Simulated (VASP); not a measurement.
# SiC (P1) in VASP: relaxation of cell and atoms with r2SCAN

Aim: the relaxation of cell and atoms of SiC with r2SCAN.

Everything below comes from runs of VASP 6.6.1. Logs are shortened: lines on timing, memory, paths and dates and some standing lists are left out, and cuts for length are marked.

## 1. The cell of the first run

The typed cell holds 4 atoms: a = 3.066 Å, b = 2.928 Å, c = 5.100 Å, α = 88.25°, β = 93.18°, γ = 115.65°.

## 2. Relaxation of cell and atoms, r2SCAN

The input, POSCAR:

```
SiC
1.0
    3.0605522852      0.1533445327     -0.0858919358
   -1.3974758817      2.5730143291      0.0468466366
   -0.1409981555      0.0073938303      5.0978133518
Si C
2 2
Direct
    0.3311083924      0.6659437285      0.0036976067
    0.6642695464      0.3299821077      0.5040872028
    0.3320915704      0.6667473998      0.3785774559
    0.6725304908      0.3373267640      0.8836377347
```

The input, INCAR.step1:

```
SYSTEM = SiC
  PREC = Accurate
  ENCUT = 600
  ISMEAR = 0
  SIGMA = 0.05
  LREAL = .False.
  LASPH = .True.
  NELM = 60
  GGA = PE
  ALGO = Normal
  EDIFF = 1E-4
  LWAVE = .True.
  LCHARG = .False.
```

The input, INCAR.step2:

```
SYSTEM = SiC
  PREC = Accurate
  ENCUT = 600
  EDIFF = 1E-6
  ISMEAR = 0
  SIGMA = 0.05
  LREAL = .False.
  LASPH = .True.
  NELM = 60
  ALGO = Normal
  ISIF = 3
  LWAVE = .False.
  LCHARG = .False.
  METAGGA = R2SCAN
  LMIXTAU = .True.
  IBRION = 2
  NSW = 100
  EDIFFG = -0.01
  ISTART = 1
```

The input, KPOINTS:

```
regular mesh
0
Gamma
  12 12 4
  0 0 0
```

Potentials or basis: VASP PAW PBE potentials, release 64 (Si, C).

The run is started by

```bash
cat potpaw_PBE.64/Si/POTCAR potpaw_PBE.64/C/POTCAR > POTCAR
cp INCAR.step1 INCAR
mpirun -np 1 vasp_std > vasp.out
cp INCAR.step2 INCAR
mpirun -np 1 vasp_std > vasp.out
```

OUTCAR:

```text
SYSTEM = SiC
   PREC = Accurate
   ENCUT = 600
   EDIFF = 1E-6
   ISMEAR = 0
   LREAL = .False.
   LASPH = .True.
   NELM = 60
   ISIF = 3
   METAGGA = R2SCAN
   IBRION = 2
   NSW = 100
   EDIFFG = -0.01
   ISTART = 1

 ion  position               nearest neighbor table
   1  0.331  0.666  0.004-   4 1.84   4 1.88   4 1.90   3 1.91   2 2.99   2 3.08   2 3.10   2 3.10
                             2 3.13
   2  0.664  0.330  0.504-   3 1.78   3 1.87   4 1.94   3 1.98   1 2.99   1 3.08   1 3.10   1 3.10
                             1 3.13
   3  0.332  0.667  0.379-   2 1.78   2 1.87   1 1.91   2 1.98
   4  0.673  0.337  0.884-   1 1.84   1 1.88   1 1.90   2 1.94

  LATTYP: Found a triclinic cell.
 ALAT       =     3.0655949277
 B/A-ratio  =     2.2859168593
 C/A-ratio  =     1.0418217338
 COS(alpha) =     0.0182723869
 COS(beta)  =     0.5629057519
 COS(gamma) =     0.5779578578

  Lattice vectors:

 A1 = (  -3.0605522852,  -0.1533445327,   0.0858919358)
 A2 = (  -4.3170300114,   2.4122759661,  -4.9650747794)
 A3 = (  -1.6630764035,  -2.7263588618,   0.0390452992)

Analysis of symmetry for initial positions (statically):
=====================================================================
 Subroutine PRICEL returns:
 Original cell was already a primitive cell.

 Routine SETGRP: Setting up the symmetry group for a
 triclinic supercell.

 Subroutine GETGRP returns: Found  1 space group operations
 (whereof  1 operations were pure point group operations)
 out of a pool of  2 trial point group operations.

The static configuration has the point symmetry C_1 .

Analysis of symmetry for dynamics (positions and initial velocities):
=====================================================================
 Subroutine PRICEL returns:
 Original cell was already a primitive cell.

 Routine SETGRP: Setting up the symmetry group for a
 triclinic supercell.

 Subroutine GETGRP returns: Found  1 space group operations
 (whereof  1 operations were pure point group operations)
 out of a pool of  2 trial point group operations.

The dynamic configuration has the point symmetry C_1 .

 Subroutine INISYM returns: Found  1 space group operations
 (whereof  1 operations are pure point group operations),
 and found     1 'primitive' translations

----------------------------------------------------------------------------------------

                                     Primitive cell

  volume of cell :      41.2046

  direct lattice vectors                    reciprocal lattice vectors
     3.060552285  0.153344533 -0.085891936     0.318323843  0.172734823  0.008553845
    -1.397475882  2.573014329  0.046846637    -0.018987134  0.378356326 -0.001073922
    -0.140998155  0.007393830  5.097813352     0.005537852 -0.000566555  0.196316528

  length of vectors
     3.065594928  2.928401643  5.099768242     0.362271385  0.378833966  0.196395437

  position of ions in fractional coordinates (direct lattice)
     0.331108392  0.665943728  0.003697607
     0.664269546  0.329982108  0.504087203
     0.332091570  0.666747400  0.378577456
     0.672530491  0.337326764  0.883637735

  ion indices of the primitive-cell ions
   primitive index   ion index
                 1           1
                 2           2
                 3           3
                 4           4

----------------------------------------------------------------------------------------

 KPOINTS: regular mesh

Automatic generation of k-mesh.
 Grid dimensions read from file:
 generate k-points for:   12   12    4

 Generating k-lattice:

  Cartesian coordinates                     Fractional coordinates (reciprocal lattice)
     0.026526987  0.014394569  0.000712820     0.083333333 -0.000000000  0.000000000
    -0.001582261  0.031529694 -0.000089493    -0.000000000  0.083333333  0.000000000
     0.001384463 -0.000141639  0.049079132     0.000000000  0.000000000  0.250000000

  Length of vectors
     0.030189282  0.031569497  0.049098859

  Shift w.r.t. Gamma in fractional coordinates (k-lattice)
     0.000000000  0.000000000  0.000000000

 Subroutine IBZKPT returns following result:
 ===========================================

 Found    292 irreducible k-points:

 Following reciprocal coordinates:
            Coordinates               Weight
  0.000000  0.000000  0.000000      1.000000
  0.083333  0.000000 -0.000000      2.000000
  0.166667  0.000000  0.000000      2.000000
  0.250000  0.000000  0.000000      2.000000
  0.333333  0.000000  0.000000      2.000000
  0.416667  0.000000  0.000000      2.000000
[... 16 lines left out ...]
  0.250000  0.166667  0.000000      2.000000
  0.333333  0.166667  0.000000      2.000000
 [... further k-points ...]
   k-points           NKPTS =    292   k-points in BZ     NKDIM =    292   number of bands    NBANDS=     12
   number of dos      NEDOS =    301   number of ions     NIONS =      4
   total plane-waves  NPLWV =  24192
   dimension x,y,z NGX =    24 NGY =   24 NGZ =   42
   dimension x,y,z NGXF=    48 NGYF=   48 NGZF=   84
   ions per type =               2   2
   NGX,Y,Z   is equivalent  to a cutoff of  13.02, 13.62, 13.69 a.u.
   NGXF,Y,Z  is equivalent  to a cutoff of  26.03, 27.25, 27.38 a.u.
 SYSTEM =  SiC
   PREC   = accura    normal or accurate (medium, high low for compatibility)
   ISTART =      1    job   : 0-new  1-cont  2-samecut
   ICHARG =      0    charge: 1-file 2-atom 10-const
   ISPIN  =      1    spin polarized calculation?
   LNONCOLLINEAR =      F non collinear calculations
   LSORBIT =      F    spin-orbit coupling
   LASPH  =      T    aspherical Exc in radial PAW
   ENCUT  =  600.0 eV  44.10 Ry    6.64 a.u.   6.12  5.85 10.19*2*pi/ulx,y,z
   NELM   =     60;   NELMIN=  2; NELMDL=  0     # of ELM steps
   EDIFF  = 0.1E-05   stopping-criterion for ELM
   LREAL  =      F    real-space projection
   EDIFFG = -.1E-01   stopping-criterion for IOM
   NSW    =    100    number of steps for IOM
   IBRION =      2    ionic relax: 0-MD 1-quasi-New 2-CG
   NFREE  =      1    steps in history (QN), initial steepest desc. (CG)
   ISIF   =      3    stress and relaxation
   ISYM   =      2    0-nonsym 1-usesym 2-fastsym
   POTIM  = 0.5000    time-step for ionic-motion
   TEBEG  =    0.0;   TEEND  =   0.0 temperature during run
   PSTRESS=    0.0 pullay stress
   NELECT =      16.0000    total number of electrons
   NUPDOWN=      -1.0000    fix difference up-down
   EMIN   =  10.00;   EMAX   =-10.00  energy-range for DOS
   EFERMI =   0.00;   METHOD = LEGACY
   ISMEAR =     0;   SIGMA  =   0.05  broadening in eV -4-tet -1-fermi 0-gaus
   EFERMI_NEDOS =   21; number of points for ismear=-14 and -15
   IALGO  =     38    algorithm
   IMIX   =      4    mixing-type and parameters
     AMIX     =   0.40;   BMIX     =  1.00
     AMIX_MAG =   1.60;   BMIX_MAG =  1.00
  volume/ion in A,a.u.               =      10.30        69.52
  Fermi-wavevector in a.u.,A,eV,Ry     =   1.194354  2.257001 19.408452  1.426481
  Thomas-Fermi vector in A             =   2.330346
   LORBIT       =      0    0 simple, 1 ext, 2 COOP (PROOUT), +10 PAW based schemes
   METAGGA = R2SCAN    functional components
   LHFCALC =     F    Hartree Fock is set to
   AEXX    =    0.0000 exact exchange contribution
   IVDW    =     0    specifies the selected vdW correction
   LEPSILON=     F    determine dielectric tensor
   LRPA    =     F    only Hartree local field effects (RPA)
 conjugate gradient relaxation of ions
 non-spin polarized calculation
 Gauss-broadening in eV      SIGMA  =   0.05
  energy-cutoff  :      600.00
  volume of cell :       41.20
 maximum number of plane-waves:      1395
   NGX = 13   NGY = 11   NGZ = 21

--------------------------------------- Ionic step        1  -------------------------------------------

 number of electron      16.0000000 magnetization

 Free energy of the ion-electron system (eV)
  ---------------------------------------------------
  ext. energy  EPLUGINS =         0.00000000
  ---------------------------------------------------
  free energy    TOTEN  =       -38.23365091 eV

  energy without entropy =      -38.23365091  energy(sigma->0) =      -38.23365091

------------------------ aborting loop because EDIFF is reached ----------------------------------------

  FORCE on cell =-STRESS in cart. coord.  units (eV):
  Direction    XX          YY          ZZ          XY          YZ          ZX
  --------------------------------------------------------------------------------------
  -------------------------------------------------------------------------------------
  Total        1.3972830      1.6626860     -1.5111493     -6.3233743      0.0368760      2.5725373
  in kB       54.3312211     64.6510135    -58.7587378   -245.8747754      1.4338657    100.0291946
  external PRESSURE =      20.0744989 kB  Pullay stress =       0.0000000 kB
[... 95 lines left out ...]
  FREE ENERGIE OF THE ION-ELECTRON SYSTEM (eV)
  ---------------------------------------------------
  free  energy   TOTEN  =       -38.5780517627 eV

  energy  without entropy=      -38.5780517627  energy(sigma->0) =      -38.57805176

[... ionic steps 4 to 12 ...]

--------------------------------------- Ionic step       13  -------------------------------------------

 number of electron      16.0000000 magnetization

------------------------ aborting loop because EDIFF is reached ----------------------------------------

  FORCE on cell =-STRESS in cart. coord.  units (eV):
  Direction    XX          YY          ZZ          XY          YZ          ZX
  --------------------------------------------------------------------------------------
  -------------------------------------------------------------------------------------
  Total       -0.0251303     -0.0016640      0.0128993     -0.0240201      0.0153671     -0.0007338
  in kB       -0.9751404     -0.0645679      0.5005367     -0.9320585      0.5962931     -0.0284730
  external PRESSURE =      -0.1797239 kB  Pullay stress =       0.0000000 kB
[... 61 lines left out ...]
  energy  without entropy=      -38.6425455759  energy(sigma->0) =      -38.64254558

--------------------------------------- Ionic step       15  -------------------------------------------

 number of electron      16.0000000 magnetization

 Free energy of the ion-electron system (eV)
  ---------------------------------------------------
  ext. energy  EPLUGINS =         0.00000000
  ---------------------------------------------------
  free energy    TOTEN  =       -38.64255743 eV

  energy without entropy =      -38.64255743  energy(sigma->0) =      -38.64255743

 E-fermi :   8.4123     XC(G=0): -11.9356

 val. band max:        8.1611085741   @ k =   0.0000   0.0000   0.0000
 cond. band min:      10.8194487804   @ k =   0.3333   0.3333   0.0000
 fundamental gap:      2.6583402063
 Fermi energy:         8.4123084841

 k-point     1 :       0.0000    0.0000    0.0000
  band No.  band energies     occupation
      1      -8.2050      2.00000
      2      -4.5732      2.00000
      3      -0.8385      2.00000
      4       6.7741      2.00000
      5       6.7762      2.00000
      6       8.0486      2.00000
      7       8.1604      2.00000
      8       8.1611      2.00000
      9      13.5553      0.00000
     10      14.9522      0.00000
     11      15.3596      0.00000
     12      15.3661      0.00000
[... 331 lines left out ...]
 k-point    24 :       0.3333    0.1667    0.0000
  band No.  band energies     occupation
      1      -5.0570      2.00000
      2      -2.9704      2.00000
      3       0.4536      2.00000
      4       2.0573      2.00000
      5       2.5775      2.00000
      6       3.3350      2.00000
      7       5.2477      2.00000
      8       5.6369      2.00000
      9      12.0014      0.00000
     10      13.9684      0.00000
     11      16.3656      0.00000
     12      17.2716      0.00000

 [... further k-points ...]

------------------------ aborting loop because EDIFF is reached ----------------------------------------

  FORCE on cell =-STRESS in cart. coord.  units (eV):
  Direction    XX          YY          ZZ          XY          YZ          ZX
  --------------------------------------------------------------------------------------
  -------------------------------------------------------------------------------------
  Total        0.0080869      0.0016901     -0.0101773      0.0111888      0.0023212     -0.0009110
  in kB        0.3138207      0.0655860     -0.3949391      0.4341925      0.0900774     -0.0353513
  external PRESSURE =      -0.0051775 kB  Pullay stress =       0.0000000 kB
[... 19 lines left out ...]
  FREE ENERGIE OF THE ION-ELECTRON SYSTEM (eV)
  ---------------------------------------------------
  free  energy   TOTEN  =       -38.6425574254 eV

  energy  without entropy=      -38.6425574254  energy(sigma->0) =      -38.64255743

 reached required accuracy - stopping structural energy minimisation
```

Run time: 88 min. Hardware: 1 thread of Oxide Virtual Turin-like, shared host; peak memory 0.26 GiB.

Results:

* Free energy: -38.6426 eV
* Relaxed volume: 10.32 Å³/atom
* Relaxed cell: a = 3.074 Å, b = 3.074 Å, c = 5.046 Å, α = 90.00°, β = 90.00°, γ = 120.01°
* Space group after relaxing (to 0.1 Å): P6_3mc (No. 186)
* Energy gained by relaxing: 102.2 meV/atom
* Ionic steps: 15
* Pressure after relaxing: 0.0 GPa
* Largest force after relaxing: 0.010 eV/Å
* Band gap on the k mesh: 2.66 eV (least direct gap 4.49 eV)

Forces on the atoms (eV/Å):
```
Si   0.004  0.001  0.009
Si  -0.006  0.002 -0.003
C    0.005 -0.002  0.000
C   -0.003 -0.001 -0.006
```

Step by step:
```tsv
step	energy change (eV)	largest force (eV/Å)	pressure (GPa)	volume (Å³)
1	0.0000	1.3193	2.01	41.20
2	-0.0969	2.2698	0.92	41.68
3	-0.3444	1.0054	-1.29	41.53
4	-0.4016	0.4024	0.88	41.14
5	-0.4036	0.3842	0.53	41.20
6	-0.4054	0.3453	-0.32	41.35
7	-0.4083	0.0725	0.03	41.28
8	-0.4087	0.0341	-0.05	41.30
9	-0.4087	0.0350	-0.05	41.30
10	-0.4088	0.0265	0.02	41.28
11	-0.4088	0.0297	0.05	41.28
12	-0.4089	0.0179	0.02	41.28
13	-0.4089	0.0213	-0.02	41.29
14	-0.4089	0.0167	-0.01	41.29
15	-0.4089	0.0097	0.00	41.29
```

Final structure:
```cif
data_structure
_symmetry_space_group_name_H-M 'P 1'
_symmetry_Int_Tables_number 1
_cell_length_a 3.0736
_cell_length_b 3.0742
_cell_length_c 5.0459
_cell_angle_alpha 90.005
_cell_angle_beta 89.997
_cell_angle_gamma 120.009
_cell_volume 41.29
loop_
_atom_site_label
_atom_site_type_symbol
_atom_site_fract_x
_atom_site_fract_y
_atom_site_fract_z
_atom_site_occupancy
Si1 Si 0.33322 0.66664 0.00455 1
Si2 Si 0.66678 0.33334 0.50461 1
C1 C 0.33344 0.66673 0.38040 1
C2 C 0.66656 0.33330 0.88044 1
```

Caveat: the PAW data sets were made with another functional, which shifts forces and pressure a little.
